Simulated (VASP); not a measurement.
## Mn: relaxation of cell and atoms with PBE

Crystal: Mn.

```
Mn
1.0
     3.95102    0.00000    0.00000
    -1.97551    3.42169    0.00000
     0.00000    0.00000    2.44963
Mn
3
Cartesian
  0.0000 0.0000 0.0000
  0.0000 2.2811 1.2248
  1.9755 1.1406 1.2248
```

This isn't the form of Mn at room conditions, which is a 58-atom cubic cell.

| Property | Result |
| --- | --- |
| Program | VASP 6.6.1 |
| Task | relaxation of cell and atoms |
| Functional | PBE |
| Potentials or basis | VASP PAW PBE potentials, release 64 (Mn_pv) |
| Cutoff | 600 eV |
| k mesh | 9 × 9 × 12 |
| Occupations | fermi-dirac, width 0.05 eV |
| Spin | collinear spin, ferromagnetic start |
| Starting moments | [3.0, 3.0, 3.0] μB |
| Dipole correction | no |
| Further INCAR settings | ALGO = Normal; EDIFF = 1e-06; IBRION = 2; EDIFFG = -0.005; NSW = 60; ISIF = 3 |

```json
{"Relaxed volume": "10.78 Å³/atom", "Relaxed cell": "a = 3.900 Å, b = 3.900 Å, c = 2.455 Å, α = 90.00°, β = 90.00°, γ = 120.00°", "Space group after relaxing (to 0.1 Å)": "P6/mmm (No. 191)", "Energy gained by relaxing": "7.3 meV/atom", "Ionic steps": "12", "Pressure after relaxing": "0.0 GPa", "Net moment": "0.00 μB per cell", "Valence electrons inside the program's atomic spheres": "Mn 11.93, 12.04 (each value once)"}
```

The path:
| step | energy change (eV) | largest force (eV/Å) | pressure (GPa) | volume (Å³) |
| --- | --- | --- | --- | --- |
| 1 | 0.0000 | 0.0000 | -6.27 | 33.12 |
| 2 | 0.0231 | 0.0000 | 11.80 | 31.09 |
| 3 | -0.0207 | 0.0000 | 0.40 | 32.27 |
| 4 | -0.0207 | 0.0000 | 0.59 | 32.25 |
| 5 | -0.0219 | 0.0000 | 0.14 | 32.33 |
| 6 | -0.0220 | 0.0000 | 0.16 | 32.32 |
| 7 | -0.0220 | 0.0000 | 0.11 | 32.32 |
| 8 | -0.0220 | 0.0000 | 0.11 | 32.32 |
| 9 | -0.0220 | 0.0000 | 0.06 | 32.32 |
| 10 | -0.0220 | 0.0000 | -0.08 | 32.34 |
| 11 | -0.0220 | 0.0000 | -0.05 | 32.33 |
| 12 | -0.0220 | 0.0000 | 0.01 | 32.33 |

Final structure:
```yaml
crystal:
  lattice:
    - [3.89961, 0.00000, 0.00000]
    - [-1.94980, 3.37716, 0.00000]
    - [0.00000, 0.00000, 2.45467]
  atoms:
    - { symbol: Mn, position: [0.00000, 0.00000, 0.00000] }
    - { symbol: Mn, position: [0.33333, 0.66667, 0.50000] }
    - { symbol: Mn, position: [0.66667, 0.33333, 0.50000] }
```

Levels at points of the mesh, in eV from the Fermi level:
Spin up:
| k point | band 15 | band 16 | band 17 | band 18 | band 19 | band 20 | band 21 | band 22 | band 23 | band 24 |
| --- | --- | --- | --- | --- | --- | --- | --- | --- | --- | --- |
| (0.00, 0.00, 0.00) | -2.18 | -1.68 | -1.10 | -0.53 | -0.53 | -0.11 | -0.11 | 0.00 | 0.00 | 1.94 |
| (0.00, 0.00, 0.50) | -2.90 | -0.71 | -0.71 | -0.61 | -0.61 | 1.40 | 1.40 | 1.78 | 1.78 | 2.37 |
Spin down:
```csv
k point,band 15,band 16,band 17,band 18,band 19,band 20,band 21,band 22,band 23,band 24
"(0.00, 0.00, 0.00)",-2.18,-1.68,-1.10,-0.53,-0.53,-0.11,-0.11,0.00,0.00,1.94
"(0.00, 0.00, 0.50)",-2.90,-0.71,-0.71,-0.61,-0.61,1.40,1.40,1.78,1.78,2.37
```

Wall time 12 min on 1 thread of Intel Xeon 8259CL, with other jobs on the host, peak memory 0.23 GiB.

Caveat: the moments typed at the start vanished in this run.
